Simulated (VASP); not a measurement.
# Hg3Pt (Pm-3m) in VASP: notebook

The runs below take Hg3Pt through single point, with PBE, PBEsol, BLYP.

All numbers are computed with VASP 6.6.1; they aren't measurements. Logs are shortened: lines on timing, memory, paths and dates and some standing lists are left out, and cuts for length are marked.

## Step 1: The cell of the first run

The structure is cubic, space group Pm-3m (No. 221). The conventional cell has a = 4.344 Å, b = 4.344 Å, c = 4.344 Å, α = 90.00°, β = 90.00°, γ = 90.00°. Hg (site symmetry 4/mmm) has 8 Hg at 3.07 Å and 4 Pt at 3.07 Å within 4.0 Å. Pt (site symmetry m-3m) has 12 Hg at 3.07 Å within 4.0 Å.

## Step 2: Single point, PBE

INCAR reads:

```
SYSTEM = Hg3Pt
PREC     = Accurate       ! precision mode
ENCUT    = 500            ! plane-wave cutoff, eV
EDIFF    = 1E-6           ! SCF threshold, eV
ISMEAR   = -1             ! smearing method
SIGMA    = 0.15           ! smearing width, eV
LREAL    = .FALSE.        ! projectors in reciprocal space
LASPH    = .TRUE.         ! aspherical terms in the spheres
NELM     = 120            ! most SCF steps
ALGO     = Normal         ! electronic algorithm
ISIF     = 2              ! what is computed and relaxed
LWAVE    = .FALSE.        ! write WAVECAR
LCHARG   = .FALSE.        ! write CHGCAR
GGA      = PE             ! functional
NBANDS   = 31             ! bands
GGA_COMPAT= .FALSE.
```

KPOINTS reads:

```
regular mesh
0
G
  5 5 5
  0 0 0
```

POSCAR reads:

```
Hg3Pt
1.0
    4.3442210000      0.0000000000      0.0000000000
    0.0000000000      4.3442210000      0.0000000000
    0.0000000000      0.0000000000      4.3442210000
Hg Pt
3 1
Direct
    0.0000000000      0.5000000000      0.5000000000
    0.5000000000      0.0000000000      0.5000000000
    0.5000000000      0.5000000000      0.0000000000
    0.0000000000      0.0000000000      0.0000000000
```

Potentials or basis: VASP PAW PBE potentials, release 64 (Hg, Pt).

The run is started by

```bash
$ cat potpaw_PBE.64/Hg/POTCAR potpaw_PBE.64/Pt/POTCAR > POTCAR
$ mpirun -np 1 vasp_std > vasp.out
```

OUTCAR:

```text
SYSTEM = Hg3Pt
   PREC = Accurate
   ENCUT = 500
   EDIFF = 1E-6
   ISMEAR = -1
   LREAL = .FALSE.
   LASPH = .TRUE.
   NELM = 120
   ISIF = 2
   GGA = PE

 ion  position               nearest neighbor table
   1  0.000  0.500  0.500-   2 3.07   3 3.07   4 3.07   3 3.07   4 3.07   2 3.07   4 3.07   4 3.07
                             2 3.07   3 3.07   3 3.07   2 3.07
   2  0.500  0.000  0.500-   1 3.07   3 3.07   4 3.07   3 3.07   4 3.07   1 3.07   3 3.07   3 3.07
                             1 3.07   4 3.07   4 3.07   1 3.07
   3  0.500  0.500  0.000-   1 3.07   2 3.07   4 3.07   1 3.07   2 3.07   2 3.07   4 3.07   2 3.07
                             1 3.07   4 3.07   1 3.07   4 3.07
   4  0.000  0.000  0.000-   1 3.07   2 3.07   3 3.07   1 3.07   2 3.07   1 3.07   3 3.07   1 3.07
                             2 3.07   3 3.07   2 3.07   3 3.07

  LATTYP: Found a simple cubic cell.
 ALAT       =     4.3442210000

  Lattice vectors:

 A1 = (   4.3442210000,   0.0000000000,   0.0000000000)
 A2 = (   0.0000000000,   4.3442210000,   0.0000000000)
 A3 = (   0.0000000000,   0.0000000000,   4.3442210000)

Analysis of symmetry for initial positions (statically):
=====================================================================
 Subroutine PRICEL returns:
 Original cell was already a primitive cell.

 Routine SETGRP: Setting up the symmetry group for a
 simple cubic supercell.

 Subroutine GETGRP returns: Found 48 space group operations
 (whereof 48 operations were pure point group operations)
 out of a pool of 48 trial point group operations.

The static configuration has the point symmetry O_h .

Analysis of symmetry for dynamics (positions and initial velocities):
=====================================================================
 Subroutine PRICEL returns:
 Original cell was already a primitive cell.

 Routine SETGRP: Setting up the symmetry group for a
 simple cubic supercell.

 Subroutine GETGRP returns: Found 48 space group operations
 (whereof 48 operations were pure point group operations)
 out of a pool of 48 trial point group operations.

The dynamic configuration has the point symmetry O_h .

 Subroutine INISYM returns: Found 48 space group operations
 (whereof 48 operations are pure point group operations),
 and found     1 'primitive' translations

----------------------------------------------------------------------------------------

                                     Primitive cell

  volume of cell :      81.9853

  direct lattice vectors                    reciprocal lattice vectors
     4.344221000  0.000000000  0.000000000     0.230190867  0.000000000  0.000000000
     0.000000000  4.344221000  0.000000000     0.000000000  0.230190867  0.000000000
     0.000000000  0.000000000  4.344221000     0.000000000  0.000000000  0.230190867

  length of vectors
     4.344221000  4.344221000  4.344221000     0.230190867  0.230190867  0.230190867

  position of ions in fractional coordinates (direct lattice)
     0.000000000  0.500000000  0.500000000
     0.500000000  0.000000000  0.500000000
     0.500000000  0.500000000  0.000000000
     0.000000000  0.000000000  0.000000000

  ion indices of the primitive-cell ions
   primitive index   ion index
                 1           1
                 2           2
                 3           3
                 4           4

----------------------------------------------------------------------------------------

 KPOINTS: regular mesh

Automatic generation of k-mesh.
 Grid dimensions read from file:
 generate k-points for:    5    5    5

 Generating k-lattice:

  Cartesian coordinates                     Fractional coordinates (reciprocal lattice)
     0.046038173  0.000000000  0.000000000     0.200000000  0.000000000  0.000000000
     0.000000000  0.046038173  0.000000000     0.000000000  0.200000000  0.000000000
     0.000000000  0.000000000  0.046038173     0.000000000  0.000000000  0.200000000

  Length of vectors
     0.046038173  0.046038173  0.046038173

  Shift w.r.t. Gamma in fractional coordinates (k-lattice)
     0.000000000  0.000000000  0.000000000

 Subroutine IBZKPT returns following result:
 ===========================================

 Found     10 irreducible k-points:

 Following reciprocal coordinates:
            Coordinates               Weight
  0.000000  0.000000  0.000000      1.000000
  0.200000  0.000000  0.000000      6.000000
  0.400000  0.000000  0.000000      6.000000
  0.200000  0.200000  0.000000     12.000000
  0.400000  0.200000  0.000000     24.000000
  0.400000  0.400000  0.000000     12.000000
  0.200000  0.200000  0.200000      8.000000
  0.400000  0.200000  0.200000     24.000000
  0.400000  0.400000  0.200000     24.000000
  0.400000  0.400000  0.400000      8.000000
   k-points           NKPTS =     10   k-points in BZ     NKDIM =     10   number of bands    NBANDS=     31
   number of dos      NEDOS =    301   number of ions     NIONS =      4
   total plane-waves  NPLWV =  32768
   dimension x,y,z NGX =    32 NGY =   32 NGZ =   32
   dimension x,y,z NGXF=    64 NGYF=   64 NGZF=   64
   ions per type =               3   1
   NGX,Y,Z   is equivalent  to a cutoff of  12.25, 12.25, 12.25 a.u.
   NGXF,Y,Z  is equivalent  to a cutoff of  24.49, 24.49, 24.49 a.u.
 SYSTEM =  Hg3Pt
   PREC   = accura    normal or accurate (medium, high low for compatibility)
   ISTART =      0    job   : 0-new  1-cont  2-samecut
   ICHARG =      2    charge: 1-file 2-atom 10-const
   ISPIN  =      1    spin polarized calculation?
   LNONCOLLINEAR =      F non collinear calculations
   LSORBIT =      F    spin-orbit coupling
   LASPH  =      T    aspherical Exc in radial PAW
   ENCUT  =  500.0 eV  36.75 Ry    6.06 a.u.   7.92  7.92  7.92*2*pi/ulx,y,z
   NELM   =    120;   NELMIN=  2; NELMDL= -5     # of ELM steps
   EDIFF  = 0.1E-05   stopping-criterion for ELM
   LREAL  =      F    real-space projection
   EDIFFG = 0.1E-04   stopping-criterion for IOM
   NSW    =      0    number of steps for IOM
   IBRION =     -1    ionic relax: 0-MD 1-quasi-New 2-CG
   NFREE  =      0    steps in history (QN), initial steepest desc. (CG)
   ISIF   =      2    stress and relaxation
   ISYM   =      2    0-nonsym 1-usesym 2-fastsym
   POTIM  = 0.5000    time-step for ionic-motion
   TEBEG  =    0.0;   TEEND  =   0.0 temperature during run
   PSTRESS=    0.0 pullay stress
   NELECT =      46.0000    total number of electrons
   NUPDOWN=      -1.0000    fix difference up-down
   EMIN   =  10.00;   EMAX   =-10.00  energy-range for DOS
   EFERMI =   0.00;   METHOD = LEGACY
   ISMEAR =    -1;   SIGMA  =   0.15  broadening in eV -4-tet -1-fermi 0-gaus
   EFERMI_NEDOS =   21; number of points for ismear=-14 and -15
   IALGO  =     38    algorithm
   IMIX   =      4    mixing-type and parameters
     AMIX     =   0.40;   BMIX     =  1.00
     AMIX_MAG =   1.60;   BMIX_MAG =  1.00
  volume/ion in A,a.u.               =      20.50       138.32
  Fermi-wavevector in a.u.,A,eV,Ry     =   1.350254  2.551610 24.805956  1.823186
  Thomas-Fermi vector in A             =   2.477774
   LORBIT       =      0    0 simple, 1 ext, 2 COOP (PROOUT), +10 PAW based schemes
   GGA     = PE    functional components
   LHFCALC =     F    Hartree Fock is set to
   AEXX    =    0.0000 exact exchange contribution
   IVDW    =     0    specifies the selected vdW correction
   LEPSILON=     F    determine dielectric tensor
   LRPA    =     F    only Hartree local field effects (RPA)
 non-spin polarized calculation
  energy-cutoff  :      500.00
  volume of cell :       81.99
 maximum number of plane-waves:      2103
 NGX is ok and might be reduce to    32
   NGX = 15   NGY = 15   NGZ = 15

 number of electron      45.9999994 magnetization

 Free energy of the ion-electron system (eV)
  ---------------------------------------------------
  ext. energy  EPLUGINS =         0.00000000
  ---------------------------------------------------
  free energy    TOTEN  =        -5.84726555 eV

  energy without entropy =       -5.70648081  energy(sigma->0) =       -5.77687318

 E-fermi :   4.6792     XC(G=0): -11.6768

 val. band max:        4.6635922267   @ k =   0.4000   0.2000   0.0000
 cond. band min:       4.9141368827   @ k =   0.4000   0.2000   0.2000
 fundamental gap:      0.2505446560
 Fermi energy:         4.6791872290

 k-point     1 :       0.0000    0.0000    0.0000
  band No.  band energies     occupation
      1      -5.1304      2.00000
      2      -3.9854      2.00000
      3      -3.7180      2.00000
      4      -3.7180      2.00000
      5      -3.7180      2.00000
      6      -3.4625      2.00000
[... 23 lines left out ...]
     30      12.2999      0.00000
     31      13.0225      0.00000

 k-point     2 :       0.2000    0.0000    0.0000
  band No.  band energies     occupation
      1      -4.7640      2.00000
      2      -3.8056      2.00000
      3      -3.6509      2.00000
      4      -3.5569      2.00000
      5      -3.5569      2.00000
      6      -3.3767      2.00000
[... 23 lines left out ...]
     30      11.9895      0.00000
     31      12.0140      0.00000

 k-point     3 :       0.4000    0.0000    0.0000
  band No.  band energies     occupation
      1      -3.9432      2.00000
      2      -3.5199      2.00000
      3      -3.3976      2.00000
      4      -3.1066      2.00000
      5      -3.1066      2.00000
      6      -3.0978      2.00000
[... 23 lines left out ...]
     30      11.7261      0.00000
     31      14.7575      0.00000

 k-point     4 :       0.2000    0.2000    0.0000
  band No.  band energies     occupation
      1      -4.4394      2.00000
      2      -3.6328      2.00000
      3      -3.5514      2.00000
      4      -3.4599      2.00000
      5      -3.4412      2.00000
      6      -3.2352      2.00000
[... 23 lines left out ...]
     30      12.5239      0.00000
     31      12.6478      0.00000

 k-point     5 :       0.4000    0.2000    0.0000
  band No.  band energies     occupation
      1      -3.7336      2.00000
      2      -3.4058      2.00000
      3      -3.2274      2.00000
      4      -3.1557      2.00000
      5      -3.0434      2.00000
      6      -2.9632      2.00000
[... 23 lines left out ...]
     30      12.8416      0.00000
     31      13.9204      0.00000

 k-point     6 :       0.4000    0.4000    0.0000
  band No.  band energies     occupation
      1      -3.4332      2.00000
      2      -3.1672      2.00000
      3      -3.1286      2.00000
      4      -2.9061      2.00000
      5      -2.8722      2.00000
      6      -2.8435      2.00000
[... 23 lines left out ...]
     30      12.0377      0.00000
     31      12.5432      0.00000

 k-point     7 :       0.2000    0.2000    0.2000
  band No.  band energies     occupation
      1      -4.2225      2.00000
      2      -3.4929      2.00000
      3      -3.4187      2.00000
      4      -3.4187      2.00000
      5      -3.3817      2.00000
      6      -2.9776      2.00000
[... 23 lines left out ...]
     30      12.1662      0.00000
     31      14.0392      0.00000

 k-point     8 :       0.4000    0.2000    0.2000
  band No.  band energies     occupation
      1      -3.7943      2.00000
      2      -3.3074      2.00000
      3      -3.2259      2.00000
      4      -3.1699      2.00000
      5      -3.1025      2.00000
      6      -2.8880      2.00000
[... 23 lines left out ...]
     30      12.5642      0.00000
     31      14.1410      0.00000

 k-point     9 :       0.4000    0.4000    0.2000
  band No.  band energies     occupation
      1      -3.6946      2.00000
      2      -3.4182      2.00000
      3      -3.3700      2.00000
      4      -3.3381      2.00000
      5      -2.8911      2.00000
      6      -2.8287      2.00000
[... 23 lines left out ...]
     30      14.7753      0.00000
     31      14.9805      0.00000

 k-point    10 :       0.4000    0.4000    0.4000
  band No.  band energies     occupation
      1      -3.8525      2.00000
      2      -3.6879      2.00000
      3      -3.6879      2.00000
      4      -3.6655      2.00000
      5      -2.8519      2.00000
      6      -2.8519      2.00000
[... 23 lines left out ...]
     30      16.7978      0.00000
     31      17.3675      0.00000

------------------------ aborting loop because EDIFF is reached ----------------------------------------

  FORCE on cell =-STRESS in cart. coord.  units (eV):
  Direction    XX          YY          ZZ          XY          YZ          ZX
  --------------------------------------------------------------------------------------
  -------------------------------------------------------------------------------------
  Total       -0.1453020     -0.1453020     -0.1453020     -0.0000000     -0.0000000      0.0000000
  in kB       -2.8395303     -2.8395303     -2.8395303     -0.0000000     -0.0000000      0.0000000
  external PRESSURE =      -2.8395303 kB  Pullay stress =       0.0000000 kB

 VOLUME and BASIS-vectors are now :
 -----------------------------------------------------------------------------
  energy-cutoff  :      500.00
  volume of cell :       81.99
      direct lattice vectors                 reciprocal lattice vectors
     4.344221000  0.000000000  0.000000000     0.230190867  0.000000000  0.000000000
     0.000000000  4.344221000  0.000000000     0.000000000  0.230190867  0.000000000
     0.000000000  0.000000000  4.344221000     0.000000000  0.000000000  0.230190867

 POSITION                                       TOTAL-FORCE (eV/Angst)
 -----------------------------------------------------------------------------------
      0.00000      2.17211      2.17211         0.000000      0.000000      0.000000
      2.17211      0.00000      2.17211         0.000000      0.000000      0.000000
      2.17211      2.17211      0.00000         0.000000      0.000000      0.000000
      0.00000      0.00000      0.00000         0.000000      0.000000      0.000000
 -----------------------------------------------------------------------------------
    total drift:                                0.000000     -0.000000     -0.000000

  FREE ENERGIE OF THE ION-ELECTRON SYSTEM (eV)
  ---------------------------------------------------
  free  energy   TOTEN  =        -5.8472655455 eV

  energy  without entropy=       -5.7064808073  energy(sigma->0) =       -5.77687318
```

It took 10 s on 1 thread of Intel Xeon 6975P-C (Granite Rapids), shared host; peak memory 0.18 GiB.

What came out:

```
Free energy            : -5.8473 eV
Pressure               : -0.3 GPa
Band gap on the k mesh : zero (band 23 reaches 5.73 eV, above the bottom of band 24 at 3.74 eV)
```

Caveat: spin-orbit coupling is left out, which moves the levels of the heavy elements.

(Continued in part 2 of 2.)
